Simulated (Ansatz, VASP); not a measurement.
PCS4: VASP beside Ansatz

Contents of INCAR:

```
SYSTEM = PCS4
PREC = Accurate
ENCUT = 600
EDIFF = 1E-6
ISMEAR = 0
SIGMA = 0.1
LREAL = .False.
LASPH = .True.
NELM = 150
ALGO = Normal
ISIF = 3
LWAVE = .False.
LCHARG = .False.
ISPIN = 2
MAGMOM = 0 1 0 0 0 0
LORBIT = 11
GGA = PE
IVDW = 12
IBRION = 2
NSW = 90
EDIFFG = -0.04
```

Contents of KPOINTS:

```
Automatic mesh
0
Gamma
  4 4 4
  0 0 0
```

File POSCAR:

```
PCS4
1.0
    0.0000000000      4.2783002100      4.2783002100
    4.2783002100      0.0000000000      4.2783002100
    4.2783002100      4.2783002100      0.0000000000
P C S
1 1 4
Direct
    0.2500000000      0.2500000000      0.2500000000
    0.0000000000      0.0000000000      0.0000000000
    0.8288908600      0.8288908600      0.8288908600
    0.8288908600      0.8288908600      0.5133274300
    0.8288908600      0.5133274300      0.8288908600
    0.5133274300      0.8288908600      0.8288908600
```

Input for Ansatz:

```yaml
crystal:
  lattice:
    - [0.0, 4.27830021, 4.27830021]
    - [4.27830021, 0.0, 4.27830021]
    - [4.27830021, 4.27830021, 0.0]
  atoms:
    - { symbol: P, position: [0.25, 0.25, 0.25] }
    - { symbol: C, position: [0.0, 0.0, 0.0], spin: 1.0 }
    - { symbol: S, position: [0.82889086, 0.82889086, 0.82889086] }
    - { symbol: S, position: [0.82889086, 0.82889086, 0.51332743] }
    - { symbol: S, position: [0.82889086, 0.51332743, 0.82889086] }
    - { symbol: S, position: [0.51332743, 0.82889086, 0.82889086] }
basis:
  ecutwfc: 420
kpoints:
  mp_grid: { grid: [4, 4, 4] }
hamiltonian:
  xc: pbe
  dispersion: d3bj
scf:
  occupations: { method: gaussian, width: 0.1 }
  lower_state_search: "off"
output:
  forces: true
  stress: true
  eigenvalues: true
  populations: true
magnetization:
  spin_polarized: true
relax:
  adjacent_minimum: "off"
  f_tol: 0.04
  max_steps: 70
  cell: { stress_tol: 0.4 }
```

Alike in both runs: task relaxation of cell and atoms; functional PBE; dispersion D3(BJ); k mesh 4 × 4 × 4; occupations gaussian, width 0.1 eV; collinear spin.

|  | VASP | Ansatz |
| --- | --- | --- |
| version | VASP 6.6.1 | Ansatz 0.2.0 |
| potentials or method | VASP PAW PBE potentials, release 64 (P, C, S), cutoff 600 eV | scalar-relativistic, plane waves, PAW |
| valence electrons in the cell | 33 | 33 |

Ansatz gave:

| Property | Result |
| --- | --- |
| gap on the k mesh at the Fermi level, each at its own relaxed structure (eV) | none |
| net moment per atom (μB) | 0.00 |
| relaxed volume (Å³/atom) | 21.81 |
| relaxed length of the cell vector where the two differ most in proportion (Å) | 5.699 |

Question: What did VASP give for the same quantities?

Answer: gap on the k mesh at the Fermi level, each at its own relaxed structure (eV): none; net moment per atom (μB): 0.00; relaxed volume (Å³/atom): 21.72; relaxed length of the cell vector where the two differ most in proportion (Å): 5.691.

A gap of «none» marks a metal or a gap that the smearing closes. Ansatz's warnings: seeded moment not kept.

Noted on VASP's run: the volume moved by over 15 % at a fixed basis, so the end points are rough.
